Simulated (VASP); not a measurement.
# HC16 in VASP: single point with LDA

Aim: the single point of HC16 with LDA.

Everything below comes from runs of VASP 6.6.1. Logs are shortened: lines on timing, memory, paths and dates and some standing lists are left out, and cuts for length are marked.

### Step 1. The cell of the first run

The cell holds a slab with vacuum, 34 atoms: a = 9.864 Å, b = 9.864 Å, c = 12.000 Å, α = 90.00°, β = 90.00°, γ = 120.00°.

### Step 2. Single point, LDA

The input, INCAR:

```
SYSTEM = HC16
  PREC = Accurate
  ENCUT = 520
  EDIFF = 1E-6
  ISMEAR = 0
  SIGMA = 0.05
  LREAL = Auto
  LASPH = .TRUE.
  NELM = 120
  ALGO = Normal
  ISIF = 2
  LWAVE = .FALSE.
  LCHARG = .FALSE.
  NBANDS = 88
  GGA_COMPAT = .FALSE.
  NELMDL = -8
```

The input, KPOINTS:

```
regular mesh
0
G
  2 2 1
  0 0 0
```

The input, POSCAR:

```
HC16
1.0
    9.8640000000      0.0000000000      0.0000000000
   -4.9320000000      8.5424750000      0.0000000000
    0.0000000000      0.0000000000     12.0000000000
C H
32 2
Direct
   -0.0016321824      0.0044456839      0.0773414504
    0.1650372573      0.0877797655      0.0773275170
   -0.0016257972      0.2544523598      0.0773381475
    0.1650459263      0.3377917041      0.0772853680
   -0.0016267911      0.5044579147      0.0773040914
    0.1650627404      0.5878072654      0.0771759573
   -0.0016239639      0.7544507025      0.0773025653
    0.1650417179      0.8377720413      0.0772376883
    0.2483615528      0.0044378088      0.0772982610
    0.4150291113      0.0877822979      0.0773174208
    0.2483690208      0.2544479924      0.0773080246
    0.4150340804      0.3377866530      0.0772908321
    0.2483958084      0.5044732582      0.0771559154
    0.4150182378      0.5877732309      0.0770991728
    0.2483694735      0.7544394921      0.0771040418
    0.4149976273      0.8377562119      0.0771745014
    0.4983551439      0.0044452081      0.0773010289
    0.6650245107      0.0877759768      0.0773489650
    0.4983630115      0.2544503846      0.0773272893
    0.6650305873      0.3377795436      0.0773401172
    0.4983549308      0.5044510524      0.0772337542
    0.6650227640      0.5877766455      0.0773010201
    0.4983331604      0.7544120446      0.0771928236
    0.6650295308      0.8377721772      0.0773188928
    0.7483643593      0.0044425399      0.0773543240
    0.9150363994      0.0877809240      0.0773583198
    0.7483648957      0.2544477417      0.0773597082
    0.9150378165      0.3377872581      0.0773448085
    0.7483610171      0.5044481302      0.0773329486
    0.9150308686      0.5877832621      0.0773235842
    0.7483668459      0.7544442760      0.0773283569
    0.9150367191      0.8377775160      0.0773369580
    0.3733894991      0.7077879517      0.2959163268
    0.2917107205      0.6355092851      0.3025854186
```

Potentials or basis: VASP PAW LDA potentials, release 64 (C, H).

Launch:

```sh
> cat potpaw_LDA.64/C/POTCAR potpaw_LDA.64/H/POTCAR > POTCAR
> mpirun -np 1 vasp_std > vasp.out
```

OUTCAR:

```text
SYSTEM = HC16
   PREC = Accurate
   ENCUT = 520
   EDIFF = 1E-6
   ISMEAR = 0
   LREAL = Auto
   LASPH = .TRUE.
   NELM = 120
   ISIF = 2
   NELMDL = -8

 ion  position               nearest neighbor table
   1  0.998  0.004  0.077-  26 1.42  32 1.42   2 1.42
   2  0.165  0.088  0.077-   9 1.42  11 1.42   1 1.42
   3  0.998  0.254  0.077-  28 1.42  26 1.42   4 1.42
   4  0.165  0.338  0.077-  11 1.42   3 1.42  13 1.42
   5  0.998  0.504  0.077-  30 1.42  28 1.42   6 1.42
   6  0.165  0.588  0.077-  15 1.42  13 1.42   5 1.42
[... 24 lines left out ...]
  31  0.748  0.754  0.077-  24 1.42  22 1.42  32 1.42
  32  0.915  0.838  0.077-   7 1.42   1 1.42  31 1.42
  33  0.373  0.708  0.296-  34 0.77
  34  0.292  0.636  0.303-  33 0.77

  LATTYP: Found a hexagonal cell.
 ALAT       =     9.8640000000
 C/A-ratio  =     1.2165450122

  Lattice vectors:

 A1 = (   9.8640000000,   0.0000000000,   0.0000000000)
 A2 = (  -4.9320000000,   8.5424750000,   0.0000000000)
 A3 = (   0.0000000000,   0.0000000000,  12.0000000000)

Analysis of symmetry for initial positions (statically):
=====================================================================
 Subroutine PRICEL returns:
 Original cell was already a primitive cell.

 Routine SETGRP: Setting up the symmetry group for a
 hexagonal supercell.

 Subroutine GETGRP returns: Found  1 space group operations
 (whereof  1 operations were pure point group operations)
 out of a pool of 24 trial point group operations.

The static configuration has the point symmetry C_1 .

Analysis of symmetry for dynamics (positions and initial velocities):
=====================================================================
 Subroutine PRICEL returns:
 Original cell was already a primitive cell.

 Routine SETGRP: Setting up the symmetry group for a
 hexagonal supercell.

 Subroutine GETGRP returns: Found  1 space group operations
 (whereof  1 operations were pure point group operations)
 out of a pool of 24 trial point group operations.

The dynamic configuration has the point symmetry C_1 .

 Subroutine INISYM returns: Found  1 space group operations
 (whereof  1 operations are pure point group operations),
 and found     1 'primitive' translations

----------------------------------------------------------------------------------------

                                     Primitive cell

  volume of cell :    1011.1557

  direct lattice vectors                    reciprocal lattice vectors
     9.864000000  0.000000000  0.000000000     0.101378751  0.058531046  0.000000000
    -4.932000000  8.542475000  0.000000000     0.000000000  0.117062093  0.000000000
     0.000000000  0.000000000 12.000000000     0.000000000  0.000000000  0.083333333

  length of vectors
     9.864000000  9.864000361 12.000000000     0.117062097  0.117062093  0.083333333

  position of ions in fractional coordinates (direct lattice)
     0.998367818  0.004445684  0.077341450
     0.165037257  0.087779766  0.077327517
     0.998374203  0.254452360  0.077338148
     0.165045926  0.337791704  0.077285368
     0.998373209  0.504457915  0.077304091
     0.165062740  0.587807265  0.077175957
[... 26 lines left out ...]
     0.373389499  0.707787952  0.295916327
     0.291710720  0.635509285  0.302585419

  ion indices of the primitive-cell ions
   primitive index   ion index
                 1           1
                 2           2
                 3           3
                 4           4
                 5           5
                 6           6
[... 26 lines left out ...]
                33          33
                34          34

----------------------------------------------------------------------------------------

 KPOINTS: regular mesh

Automatic generation of k-mesh.
 Grid dimensions read from file:
 generate k-points for:    2    2    1

 Generating k-lattice:

  Cartesian coordinates                     Fractional coordinates (reciprocal lattice)
     0.050689376  0.029265523  0.000000000     0.500000000  0.000000000  0.000000000
     0.000000000  0.058531046  0.000000000     0.000000000  0.500000000  0.000000000
     0.000000000  0.000000000  0.083333333     0.000000000  0.000000000  1.000000000

  Length of vectors
     0.058531048  0.058531046  0.083333333

  Shift w.r.t. Gamma in fractional coordinates (k-lattice)
     0.000000000  0.000000000  0.000000000

 Subroutine IBZKPT returns following result:
 ===========================================

 Found      4 irreducible k-points:

 Following reciprocal coordinates:
            Coordinates               Weight
  0.000000  0.000000  0.000000      1.000000
  0.500000 -0.000000  0.000000      1.000000
  0.000000  0.500000  0.000000      1.000000
  0.500000  0.500000  0.000000      1.000000
   k-points           NKPTS =      4   k-points in BZ     NKDIM =      4   number of bands    NBANDS=     88
   number of dos      NEDOS =    301   number of ions     NIONS =     34
   total plane-waves  NPLWV = 576000
   dimension x,y,z NGX =    80 NGY =   80 NGZ =   90
   dimension x,y,z NGXF=   160 NGYF=  160 NGZF=  180
   ions per type =              32   2
   NGX,Y,Z   is equivalent  to a cutoff of  13.48, 13.48, 12.47 a.u.
   NGXF,Y,Z  is equivalent  to a cutoff of  26.97, 26.97, 24.94 a.u.
 SYSTEM =  HC16
   PREC   = accura    normal or accurate (medium, high low for compatibility)
   ISTART =      0    job   : 0-new  1-cont  2-samecut
   ICHARG =      2    charge: 1-file 2-atom 10-const
   ISPIN  =      1    spin polarized calculation?
   LNONCOLLINEAR =      F non collinear calculations
   LSORBIT =      F    spin-orbit coupling
   LASPH  =      T    aspherical Exc in radial PAW
   ENCUT  =  520.0 eV  38.22 Ry    6.18 a.u.  18.34 18.34 22.31*2*pi/ulx,y,z
   NELM   =    120;   NELMIN=  2; NELMDL= -8     # of ELM steps
   EDIFF  = 0.1E-05   stopping-criterion for ELM
   LREAL  =      T    real-space projection
   EDIFFG = 0.1E-04   stopping-criterion for IOM
   NSW    =      0    number of steps for IOM
[... 5 lines left out ...]
   TEBEG  =    0.0;   TEEND  =   0.0 temperature during run
   PSTRESS=    0.0 pullay stress
   NELECT =     130.0000    total number of electrons
   NUPDOWN=      -1.0000    fix difference up-down
   EMIN   =  10.00;   EMAX   =-10.00  energy-range for DOS
   EFERMI =   0.00;   METHOD = LEGACY
   ISMEAR =     0;   SIGMA  =   0.05  broadening in eV -4-tet -1-fermi 0-gaus
   EFERMI_NEDOS =   21; number of points for ismear=-14 and -15
   IALGO  =     38    algorithm
   IMIX   =      4    mixing-type and parameters
     AMIX     =   0.40;   BMIX     =  1.00
     AMIX_MAG =   1.60;   BMIX_MAG =  1.00
  volume/ion in A,a.u.               =      29.74       200.69
  Fermi-wavevector in a.u.,A,eV,Ry     =   0.826260  1.561405  9.288768  0.682705
  Thomas-Fermi vector in A             =   1.938261
   LORBIT       =      0    0 simple, 1 ext, 2 COOP (PROOUT), +10 PAW based schemes
   GGA     = CA    functional components
   LHFCALC =     F    Hartree Fock is set to
   AEXX    =    0.0000 exact exchange contribution
   IVDW    =     0    specifies the selected vdW correction
   LEPSILON=     F    determine dielectric tensor
   LRPA    =     F    only Hartree local field effects (RPA)
 non-spin polarized calculation
 Gauss-broadening in eV      SIGMA  =   0.05
  energy-cutoff  :      520.00
  volume of cell :     1011.16
 maximum number of plane-waves:     27273
 NGX is ok and might be reduce to    80
   NGX = 37   NGY = 37   NGZ = 45

 number of electron     130.0000003 magnetization

 Free energy of the ion-electron system (eV)
  ---------------------------------------------------
  ext. energy  EPLUGINS =         0.00000000
  ---------------------------------------------------
  free energy    TOTEN  =      -329.47921984 eV

  energy without entropy =     -329.47921984  energy(sigma->0) =     -329.47921984

 E-fermi :  -2.7083     XC(G=0):  -3.8029

 val. band max:       -2.9796140091   @ k =   0.5000  -0.0000   0.0000
 cond. band min:      -1.0301668712   @ k =   0.5000   0.5000   0.0000
 fundamental gap:      1.9494471379
 Fermi energy:        -2.7082931844

 k-point     1 :       0.0000    0.0000    0.0000
  band No.  band energies     occupation
      1     -21.2592      2.00000
      2     -19.8039      2.00000
      3     -19.8034      2.00000
      4     -19.8032      2.00000
      5     -19.8025      2.00000
      6     -19.8025      2.00000
[... 69 lines left out ...]
     76       2.5673      0.00000
     77       2.6964      0.00000

 k-point     2 :       0.5000   -0.0000    0.0000
  band No.  band energies     occupation
      1     -20.8935      2.00000
      2     -20.8921      2.00000
      3     -20.1651      2.00000
      4     -20.1640      2.00000
      5     -18.7308      2.00000
      6     -18.7301      2.00000
[... 69 lines left out ...]
     76       2.6504      0.00000
     77       2.9555      0.00000

 k-point     3 :       0.0000    0.5000    0.0000
  band No.  band energies     occupation
      1     -20.8932      2.00000
      2     -20.8923      2.00000
      3     -20.1649      2.00000
      4     -20.1641      2.00000
      5     -18.7308      2.00000
      6     -18.7299      2.00000
[... 69 lines left out ...]
     76       2.5851      0.00000
     77       2.9703      0.00000

 k-point     4 :       0.5000    0.5000    0.0000
  band No.  band energies     occupation
      1     -20.8933      2.00000
      2     -20.8922      2.00000
      3     -20.1648      2.00000
      4     -20.1642      2.00000
      5     -18.7308      2.00000
      6     -18.7302      2.00000
[... 69 lines left out ...]
     76       2.4005      0.00000
     77       2.9687      0.00000
 [bands above 77 left out]

------------------------ aborting loop because EDIFF is reached ----------------------------------------

  FORCE on cell =-STRESS in cart. coord.  units (eV):
  Direction    XX          YY          ZZ          XY          YZ          ZX
  --------------------------------------------------------------------------------------
  -------------------------------------------------------------------------------------
  Total      -16.9817168    -16.9984951     -0.2067649     -0.0156306      0.0193495      0.0485570
  in kB      -26.9075496    -26.9341349     -0.3276192     -0.0247667      0.0306592      0.0769387
  external PRESSURE =     -18.0564346 kB  Pullay stress =       0.0000000 kB

 VOLUME and BASIS-vectors are now :
 -----------------------------------------------------------------------------
  energy-cutoff  :      520.00
  volume of cell :     1011.16
      direct lattice vectors                 reciprocal lattice vectors
     9.864000000  0.000000000  0.000000000     0.101378751  0.058531046  0.000000000
    -4.932000000  8.542475000  0.000000000     0.000000000  0.117062093  0.000000000
     0.000000000  0.000000000 12.000000000     0.000000000  0.000000000  0.083333333

 POSITION                                       TOTAL-FORCE (eV/Angst)
 -----------------------------------------------------------------------------------
      9.82597      0.03798      0.92810        -0.001523      0.001016     -0.001178
      1.19500      0.74986      0.92793         0.000736     -0.001810      0.001006
      8.59300      2.17365      0.92806        -0.001205      0.001049     -0.001266
     -0.03798      2.88558      0.92742         0.001637      0.000100      0.001237
      7.35997      4.30932      0.92765        -0.000488     -0.000645     -0.000600
     -1.27089      5.02133      0.92611         0.003446      0.001977      0.003332
[... 26 lines left out ...]
      0.19230      6.04626      3.55100         0.002708      0.010968     -0.002389
     -0.25690      5.42882      3.63103        -0.011514     -0.008768      0.000850
 -----------------------------------------------------------------------------------
    total drift:                                0.149166     -0.034023      0.028005

  FREE ENERGIE OF THE ION-ELECTRON SYSTEM (eV)
  ---------------------------------------------------
  free  energy   TOTEN  =      -329.4792198391 eV

  energy  without entropy=     -329.4792198391  energy(sigma->0) =     -329.47921984
```

Wall time 23 min (1 thread of Oxide Virtual Turin-like, shared host); peak memory 0.78 GiB.

What came out:

```
Free energy            : -329.4792 eV
Largest force          : 0.014 eV/Å
Band gap on the k mesh : 1.95 eV
```

Forces on the atoms (eV/Å):
```
C   -0.002  0.001 -0.001
C    0.001 -0.002  0.001
C   -0.001  0.001 -0.001
C    0.002  0.000  0.001
C    0.000 -0.001 -0.001
C    0.003  0.002  0.003
C   -0.002 -0.001 -0.001
C    0.003  0.000  0.002
C    0.000  0.001 -0.001
C    0.001 -0.001  0.001
C   -0.001  0.000 -0.001
C    0.002  0.000  0.001
C   -0.001  0.000 -0.003
C    0.002  0.000  0.001
C   -0.002  0.001 -0.004
C    0.001 -0.001  0.003
C    0.000 -0.002  0.000
C    0.002  0.000  0.001
C   -0.001 -0.001 -0.001
C    0.001  0.000  0.001
C   -0.001  0.000 -0.002
C    0.002  0.000  0.001
C    0.000 -0.001 -0.002
C    0.002  0.000  0.001
C   -0.002  0.000 -0.001
C    0.001 -0.001  0.002
C   -0.002  0.001 -0.001
C    0.001 -0.001  0.001
C   -0.001  0.000 -0.001
C    0.003  0.000  0.001
C   -0.002  0.001 -0.002
C    0.001  0.000  0.001
H    0.003  0.011 -0.002
H   -0.012 -0.009  0.001
```

Caveat: there is no dipole correction, which matters where the two faces differ.
